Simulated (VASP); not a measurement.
Input of a VASP 6.6.1 run:

INCAR

```
PREC     = Accurate       # precision mode
ENCUT    = 520            # plane-wave cutoff, eV
EDIFF    = 1E-7           # SCF threshold, eV
ISMEAR   = -1             # smearing method
SIGMA    = 0.1            # smearing width, eV
LREAL    = F              # projectors in reciprocal space
LASPH    = T              # aspherical terms in the spheres
NELM     = 80             # most SCF steps
ALGO     = Normal         # electronic algorithm
ISIF     = 2              # what is computed and relaxed
LWAVE    = F              # write WAVECAR
LCHARG   = T              # write CHGCAR
LELF     = T              # ELF
LVHAR    = T            
NBANDS   = 14             # bands
```

The input KPOINTS:

```
regular mesh
0
Gamma
  16 16 16
```

POSCAR

```
Bi
1.0
   -1.8665575403      1.8665575403      1.8665575403
    1.8665575403     -1.8665575403      1.8665575403
    1.8665575403      1.8665575403     -1.8665575403
Bi
1
Direct
    0.0000000000      0.0000000000      0.0000000000
```

Potentials or basis: VASP PAW LDA potentials, release 64 (Bi_d).

Run with:

```sh
$ cat potpaw_LDA.64/Bi_d/POTCAR > POTCAR
$ mpirun -np 1 vasp_std > vasp.out
```

Q: Estimate the pressure.

A: 10.3 GPa.
